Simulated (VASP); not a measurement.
# LiH (zincblende type) (F-43m) in VASP: a series of runs

Runs on LiH (zincblende type). Level: PBE. Tasks: electric field gradients.

Program: VASP 6.6.1. These are calculated values, not measurements. Logs are shortened: lines on timing, memory, paths and dates and some standing lists are left out, and cuts for length are marked.

### 1 The cell of the first run

The structure is cubic, space group F-43m (No. 216). The conventional cell has a = 4.232 Å, b = 4.232 Å, c = 4.232 Å, α = 90.00°, β = 90.00°, γ = 90.00°. Within 2.4 Å of Li (site symmetry -43m) lie 4 H at 1.83 Å. H (site symmetry -43m) has 4 Li at 1.83 Å within 2.4 Å.

### 2 Electric field gradients, PBE (9.47 Å³/atom)

Contents of INCAR:

```
SYSTEM = LiH
ALGO = Normal
EDIFF = 1E-8
ENCUT = 520
GGA = PE
ISIF = 2
ISMEAR = -1
LASPH = .TRUE.
LCHARG = .FALSE.
LEFG = .TRUE.
LREAL = .FALSE.
LWAVE = .FALSE.
NBANDS = 9
NELM = 60
PREC = Accurate
SIGMA = 0.05
```

Contents of KPOINTS:

```
k-points
0
G
  13 13 13
  0 0 0
```

Contents of POSCAR:

```
LiH
1.0
    0.0000000000      2.1158641528      2.1158641528
    2.1158641528      0.0000000000      2.1158641528
    2.1158641528      2.1158641528      0.0000000000
Li H
1 1
Direct
    0.0000000000      0.0000000000      0.0000000000
    0.2500000000      0.2500000000      0.2500000000
```

Potentials or basis: VASP PAW PBE potentials, release 64 (Li_sv, H).

Command:

```console
$ cat potpaw_PBE.64/Li_sv/POTCAR potpaw_PBE.64/H/POTCAR > POTCAR
$ mpirun -np 1 vasp_std > vasp.out
```

OUTCAR:

```text
SYSTEM = LiH
   EDIFF = 1E-8
   ENCUT = 520
   GGA = PE
   ISIF = 2
   ISMEAR = -1
   LASPH = .TRUE.
   LREAL = .FALSE.
   NELM = 60
   PREC = Accurate

 ion  position               nearest neighbor table
   1  0.000  0.000  0.000-
   2  0.250  0.250  0.250-

  LATTYP: Found a face centered cubic cell.
 ALAT       =     4.2317283056

  Lattice vectors:

 A1 = (   0.0000000000,   2.1158641528,   2.1158641528)
 A2 = (   2.1158641528,   0.0000000000,   2.1158641528)
 A3 = (   2.1158641528,   2.1158641528,   0.0000000000)

Analysis of symmetry for initial positions (statically):
=====================================================================
 Subroutine PRICEL returns:
 Original cell was already a primitive cell.

 Routine SETGRP: Setting up the symmetry group for a
 face centered cubic supercell.

 Subroutine GETGRP returns: Found 24 space group operations
 (whereof 24 operations were pure point group operations)
 out of a pool of 48 trial point group operations.

The static configuration has the point symmetry T_d .

Analysis of symmetry for dynamics (positions and initial velocities):
=====================================================================
 Subroutine PRICEL returns:
 Original cell was already a primitive cell.

 Routine SETGRP: Setting up the symmetry group for a
 face centered cubic supercell.

 Subroutine GETGRP returns: Found 24 space group operations
 (whereof 24 operations were pure point group operations)
 out of a pool of 48 trial point group operations.

The dynamic configuration has the point symmetry T_d .

 Subroutine INISYM returns: Found 24 space group operations
 (whereof 24 operations are pure point group operations),
 and found     1 'primitive' translations

----------------------------------------------------------------------------------------

                                     Primitive cell

  volume of cell :      18.9449

  direct lattice vectors                    reciprocal lattice vectors
     0.000000000  2.115864153  2.115864153    -0.236310067  0.236310067  0.236310067
     2.115864153  0.000000000  2.115864153     0.236310067 -0.236310067  0.236310067
     2.115864153  2.115864153  0.000000000     0.236310067  0.236310067 -0.236310067

  length of vectors
     2.992283781  2.992283781  2.992283781     0.409301043  0.409301043  0.409301043

  position of ions in fractional coordinates (direct lattice)
     0.000000000  0.000000000  0.000000000
     0.250000000  0.250000000  0.250000000

  ion indices of the primitive-cell ions
   primitive index   ion index
                 1           1
                 2           2

----------------------------------------------------------------------------------------

 KPOINTS: k-points

Automatic generation of k-mesh.
 Grid dimensions read from file:
 generate k-points for:   13   13   13

 Generating k-lattice:

  Cartesian coordinates                     Fractional coordinates (reciprocal lattice)
    -0.018177697  0.018177697  0.018177697     0.076923077  0.000000000  0.000000000
     0.018177697 -0.018177697  0.018177697     0.000000000  0.076923077  0.000000000
     0.018177697  0.018177697 -0.018177697     0.000000000  0.000000000  0.076923077

  Length of vectors
     0.031484696  0.031484696  0.031484696

  Shift w.r.t. Gamma in fractional coordinates (k-lattice)
     0.000000000  0.000000000  0.000000000

 Subroutine IBZKPT returns following result:
 ===========================================

 Found     84 irreducible k-points:

 Following reciprocal coordinates:
            Coordinates               Weight
  0.000000  0.000000  0.000000      1.000000
  0.076923  0.000000  0.000000      8.000000
  0.153846  0.000000  0.000000      8.000000
  0.230769  0.000000  0.000000      8.000000
  0.307692  0.000000  0.000000      8.000000
  0.384615  0.000000  0.000000      8.000000
[... 16 lines left out ...]
  0.384615  0.153846  0.000000     24.000000
  0.461538  0.153846  0.000000     24.000000
 [... further k-points ...]
   k-points           NKPTS =     84   k-points in BZ     NKDIM =     84   number of bands    NBANDS=      9
   number of dos      NEDOS =    301   number of ions     NIONS =      2
   total plane-waves  NPLWV =  13824
   dimension x,y,z NGX =    24 NGY =   24 NGZ =   24
   dimension x,y,z NGXF=    48 NGYF=   48 NGZF=   48
   ions per type =               1   1
   NGX,Y,Z   is equivalent  to a cutoff of  13.33, 13.33, 13.33 a.u.
   NGXF,Y,Z  is equivalent  to a cutoff of  26.67, 26.67, 26.67 a.u.
 SYSTEM =  LiH
   PREC   = accura    normal or accurate (medium, high low for compatibility)
   ISTART =      0    job   : 0-new  1-cont  2-samecut
   ICHARG =      2    charge: 1-file 2-atom 10-const
   ISPIN  =      1    spin polarized calculation?
   LNONCOLLINEAR =      F non collinear calculations
   LSORBIT =      F    spin-orbit coupling
   LASPH  =      T    aspherical Exc in radial PAW
   ENCUT  =  520.0 eV  38.22 Ry    6.18 a.u.   5.56  5.56  5.56*2*pi/ulx,y,z
   NELM   =     60;   NELMIN=  2; NELMDL= -5     # of ELM steps
   EDIFF  = 0.1E-07   stopping-criterion for ELM
   LREAL  =      F    real-space projection
   EDIFFG = 0.1E-06   stopping-criterion for IOM
   NSW    =      0    number of steps for IOM
   IBRION =     -1    ionic relax: 0-MD 1-quasi-New 2-CG
   NFREE  =      0    steps in history (QN), initial steepest desc. (CG)
   ISIF   =      2    stress and relaxation
   ISYM   =      2    0-nonsym 1-usesym 2-fastsym
   POTIM  = 0.5000    time-step for ionic-motion
   TEBEG  =    0.0;   TEEND  =   0.0 temperature during run
   PSTRESS=    0.0 pullay stress
   NELECT =       4.0000    total number of electrons
   NUPDOWN=      -1.0000    fix difference up-down
   EMIN   =  10.00;   EMAX   =-10.00  energy-range for DOS
   EFERMI =   0.00;   METHOD = LEGACY
   ISMEAR =    -1;   SIGMA  =   0.05  broadening in eV -4-tet -1-fermi 0-gaus
   EFERMI_NEDOS =   21; number of points for ismear=-14 and -15
   IALGO  =     38    algorithm
   IMIX   =      4    mixing-type and parameters
     AMIX     =   0.40;   BMIX     =  1.00
     AMIX_MAG =   1.60;   BMIX_MAG =  1.00
  volume/ion in A,a.u.               =       9.47        63.92
  Fermi-wavevector in a.u.,A,eV,Ry     =   0.974833  1.842168 12.929617  0.950300
  Thomas-Fermi vector in A             =   2.105325
   LORBIT       =      0    0 simple, 1 ext, 2 COOP (PROOUT), +10 PAW based schemes
   GGA     = PE    functional components
   LHFCALC =     F    Hartree Fock is set to
   AEXX    =    0.0000 exact exchange contribution
   IVDW    =     0    specifies the selected vdW correction
   LEPSILON=     F    determine dielectric tensor
   LRPA    =     F    only Hartree local field effects (RPA)
 non-spin polarized calculation
  energy-cutoff  :      520.00
  volume of cell :       18.94
 maximum number of plane-waves:       532
   NGX = 11   NGY = 11   NGZ = 11

 number of electron       3.9999996 magnetization

 Free energy of the ion-electron system (eV)
  ---------------------------------------------------
  ext. energy  EPLUGINS =         0.00000000
  ---------------------------------------------------
  free energy    TOTEN  =        -6.02781774 eV

  energy without entropy =       -6.02781774  energy(sigma->0) =       -6.02781774

 E-fermi :  -0.4346     XC(G=0):  -7.8196

 val. band max:       -1.5776701548   @ k =  -0.3077   0.4615   0.2308
 cond. band min:       2.8170921420   @ k =  -0.4615   0.0769   0.0000
 fundamental gap:      4.3947622968
 Fermi energy:        -0.4345648311

 k-point     1 :       0.0000    0.0000    0.0000
  band No.  band energies     occupation
      1     -44.7981      2.00000
      2      -5.3258      2.00000
      3      11.9220      0.00000
      4      16.1612      0.00000
      5      16.1612      0.00000
      6      16.1612      0.00000
      7      18.7599      0.00000
      8      18.7599      0.00000
      9      18.7599      0.00000

 k-point     2 :       0.0769    0.0000    0.0000
  band No.  band energies     occupation
      1     -44.7966      2.00000
      2      -5.2312      2.00000
      3      11.3485      0.00000
      4      15.1455      0.00000
      5      15.7786      0.00000
      6      15.7786      0.00000
      7      19.3115      0.00000
      8      19.3115      0.00000
      9      20.6081      0.00000
[... 253 lines left out ...]
 k-point    24 :       0.4615    0.1538    0.0000
  band No.  band energies     occupation
      1     -44.7706      2.00000
      2      -2.7343      2.00000
      3       3.7127      0.00000
      4      11.4651      0.00000
      5      11.9894      0.00000
      6      14.4122      0.00000
      7      19.3673      0.00000
      8      21.1476      0.00000
      9      23.4004      0.00000

 [... further k-points ...]

------------------------ aborting loop because EDIFF is reached ----------------------------------------

  FORCE on cell =-STRESS in cart. coord.  units (eV):
  Direction    XX          YY          ZZ          XY          YZ          ZX
  --------------------------------------------------------------------------------------
  -------------------------------------------------------------------------------------
  Total        0.1169230      0.1169230      0.1169230     -0.0000000     -0.0000000     -0.0000000
  in kB        9.8881960      9.8881960      9.8881960     -0.0000000     -0.0000000     -0.0000000
  external PRESSURE =       9.8881960 kB  Pullay stress =       0.0000000 kB

 VOLUME and BASIS-vectors are now :
 -----------------------------------------------------------------------------
  energy-cutoff  :      520.00
  volume of cell :       18.94
      direct lattice vectors                 reciprocal lattice vectors
     0.000000000  2.115864153  2.115864153    -0.236310067  0.236310067  0.236310067
     2.115864153  0.000000000  2.115864153     0.236310067 -0.236310067  0.236310067
     2.115864153  2.115864153  0.000000000     0.236310067  0.236310067 -0.236310067

 POSITION                                       TOTAL-FORCE (eV/Angst)
 -----------------------------------------------------------------------------------
      0.00000      0.00000      0.00000         0.000000      0.000000     -0.000000
      1.05793      1.05793      1.05793        -0.000000     -0.000000      0.000000
 -----------------------------------------------------------------------------------
    total drift:                                0.000000      0.000000      0.000000

  FREE ENERGIE OF THE ION-ELECTRON SYSTEM (eV)
  ---------------------------------------------------
  free  energy   TOTEN  =        -6.0278177362 eV

  energy  without entropy=       -6.0278177362  energy(sigma->0) =       -6.02781774

 Electric field gradients (V/A^2)
---------------------------------------------------------------------
 ion       V_xx      V_yy      V_zz      V_xy      V_xz      V_yz
---------------------------------------------------------------------
   1       0.000     0.000     0.000    -0.003    -0.003    -0.003
   2       0.000     0.000    -0.000     0.001     0.001     0.001
---------------------------------------------------------------------

 Electric field gradients after diagonalization (V/A^2)
 (convention: |V_zz| > |V_xx| > |V_yy|)
----------------------------------------------------------------------
 ion       V_xx      V_yy      V_zz     asymmetry (V_yy - V_xx)/ V_zz
----------------------------------------------------------------------
   1       0.003     0.003    -0.006       0.000
   2      -0.001    -0.001     0.002       0.000
----------------------------------------------------------------------

           NMR quadrupolar parameters

 Cq : quadrupolar parameter    Cq=e*Q*V_zz/h
 eta: asymmetry parameters     (V_yy - V_xx)/ V_zz
 Q  : nuclear electric quadrupole moment in mb (millibarn)
----------------------------------------------------------------------
 ion       Cq(MHz)       eta       Q (mb)
----------------------------------------------------------------------
   1      -0.000       0.000       1.000
   2       0.000       0.000       1.000
----------------------------------------------------------------------
```

Wall time 18 s (1 thread of Intel Xeon 8259CL, shared host); peak memory 0.14 GiB.

Results:

```
Free energy                             : -6.0278 eV
Band gap on the k mesh                  : 4.39 eV (least direct gap 5.38 eV)
Largest electric field gradient by atom : zero within the noise of the run
```

Caveat: the cutoff is under 1.25 times the usual one of these potentials, so pressure, stress and relaxed cells hold a basis-set (Pulay) error; an odd mesh through Γ misses points on the zone boundary, where band edges can lie.

### 3 Electric field gradients, PBE

This run uses another cell than the first one, of 9.87 Å³/atom.

Contents of INCAR:

```
SYSTEM = LiH
PREC = Accurate
ENCUT = 520
EDIFF = 1E-8
ISMEAR = -1
SIGMA = 0.05
LREAL = .False.
LASPH = .True.
NELM = 100
ALGO = Normal
ISIF = 2
LWAVE = .False.
LCHARG = .False.
GGA = PE
LEFG = .True.
NBANDS = 9
```

Contents of KPOINTS:

```
regular mesh
0
Gamma
  13 13 13
  0 0 0
```

Contents of POSCAR:

```
LiH
1.0
    0.0000000000      2.1448521955      2.1448521955
    2.1448521955      0.0000000000      2.1448521955
    2.1448521955      2.1448521955      0.0000000000
Li H
1 1
Direct
    0.0000000000      0.0000000000      0.0000000000
    0.2500000000      0.2500000000      0.2500000000
```

Potentials or basis: VASP PAW PBE potentials, release 64 (Li_sv, H).

Command:

```console
$ cat potpaw_PBE.64/Li_sv/POTCAR potpaw_PBE.64/H/POTCAR > POTCAR
$ mpirun -np 1 vasp_std > vasp.out
```

OUTCAR:

```text
SYSTEM = LiH
   PREC = Accurate
   ENCUT = 520
   EDIFF = 1E-8
   ISMEAR = -1
   LREAL = .False.
   LASPH = .True.
   NELM = 100
   ISIF = 2
   GGA = PE

 ion  position               nearest neighbor table
   1  0.000  0.000  0.000-
   2  0.250  0.250  0.250-

  LATTYP: Found a face centered cubic cell.
 ALAT       =     4.2897043910

  Lattice vectors:

 A1 = (   0.0000000000,   2.1448521955,   2.1448521955)
 A2 = (   2.1448521955,   0.0000000000,   2.1448521955)
 A3 = (   2.1448521955,   2.1448521955,   0.0000000000)

Analysis of symmetry for initial positions (statically):
=====================================================================
 Subroutine PRICEL returns:
 Original cell was already a primitive cell.

 Routine SETGRP: Setting up the symmetry group for a
 face centered cubic supercell.

[... 474 lines left out ...]
  energy-cutoff  :      520.00
  volume of cell :       19.73
      direct lattice vectors                 reciprocal lattice vectors
     0.000000000  2.144852195  2.144852195    -0.233116296  0.233116296  0.233116296
     2.144852195  0.000000000  2.144852195     0.233116296 -0.233116296  0.233116296
     2.144852195  2.144852195  0.000000000     0.233116296  0.233116296 -0.233116296

 POSITION                                       TOTAL-FORCE (eV/Angst)
 -----------------------------------------------------------------------------------
      0.00000      0.00000      0.00000        -0.000000     -0.000000     -0.000000
      1.07243      1.07243      1.07243         0.000000      0.000000      0.000000
 -----------------------------------------------------------------------------------
    total drift:                                0.000000      0.000000     -0.000000

  FREE ENERGIE OF THE ION-ELECTRON SYSTEM (eV)
  ---------------------------------------------------
  free  energy   TOTEN  =        -6.0306277761 eV

  energy  without entropy=       -6.0306277761  energy(sigma->0) =       -6.03062778

 Electric field gradients (V/A^2)
---------------------------------------------------------------------
 ion       V_xx      V_yy      V_zz      V_xy      V_xz      V_yz
---------------------------------------------------------------------
   1      -0.000    -0.000    -0.000    -0.002    -0.002    -0.002
   2      -0.000     0.000     0.000     0.000     0.000     0.000
---------------------------------------------------------------------

 Electric field gradients after diagonalization (V/A^2)
 (convention: |V_zz| > |V_xx| > |V_yy|)
----------------------------------------------------------------------
 ion       V_xx      V_yy      V_zz     asymmetry (V_yy - V_xx)/ V_zz
----------------------------------------------------------------------
   1       0.002     0.002    -0.004       0.000
   2      -0.000    -0.000     0.001       0.000
----------------------------------------------------------------------

           NMR quadrupolar parameters

 Cq : quadrupolar parameter    Cq=e*Q*V_zz/h
 eta: asymmetry parameters     (V_yy - V_xx)/ V_zz
 Q  : nuclear electric quadrupole moment in mb (millibarn)
----------------------------------------------------------------------
 ion       Cq(MHz)       eta       Q (mb)
----------------------------------------------------------------------
   1      -0.000       0.000       1.000
   2       0.000       0.000       1.000
----------------------------------------------------------------------
```

OSZICAR:

```text
N       E                     dE             d eps       ncg     rms          rms(c)
DAV:   1    -0.100023011537E+01   -0.10002E+01   -0.13809E+03  1520   0.392E+02
DAV:   2    -0.629331115110E+01   -0.52931E+01   -0.52583E+01  2203   0.572E+01
DAV:   3    -0.637348527302E+01   -0.80174E-01   -0.80147E-01  1865   0.603E+00
DAV:   4    -0.637390989196E+01   -0.42462E-03   -0.42454E-03  2081   0.391E-01
DAV:   5    -0.637391301937E+01   -0.31274E-05   -0.31272E-05  1858   0.206E-02    0.331E+00
DAV:   6    -0.610150870847E+01    0.27240E+00   -0.26156E-01  1599   0.143E+00    0.161E+00
DAV:   7    -0.602524552799E+01    0.76263E-01   -0.29404E-01  1698   0.172E+00    0.290E-01
DAV:   8    -0.603066651350E+01   -0.54210E-02   -0.11683E-02  1762   0.544E-01    0.523E-02
DAV:   9    -0.603062789553E+01    0.38618E-04   -0.23538E-04  1951   0.694E-02    0.897E-03
DAV:  10    -0.603062839193E+01   -0.49640E-06   -0.11423E-05  1861   0.230E-02    0.512E-03
DAV:  11    -0.603062787852E+01    0.51342E-06   -0.16510E-06  2129   0.380E-03    0.696E-04
DAV:  12    -0.603062779716E+01    0.81360E-07   -0.31622E-08  1699   0.128E-03    0.428E-04
DAV:  13    -0.603062777224E+01    0.24918E-07   -0.64220E-09  1779   0.402E-04    0.809E-05
DAV:  14    -0.603062777606E+01   -0.38215E-08   -0.49190E-10   851   0.104E-04
   1 F= -.60306278E+01 E0= -.60306278E+01  d E =-.382692E-11
```

Run time: 20 s. Hardware: 1 thread of Intel Xeon 8259CL, shared host; peak memory 0.14 GiB.

What came out:

- Free energy: -6.0306 eV
- Band gap on the k mesh: 4.33 eV (least direct gap 5.29 eV)
- Largest electric field gradient by atom: zero within the noise of the run

Caveat: the cutoff is under 1.25 times the usual one of these potentials, so pressure, stress and relaxed cells hold a basis-set (Pulay) error; an odd mesh through Γ misses points on the zone boundary, where band edges can lie.

(Continued in part 2 of 3.)
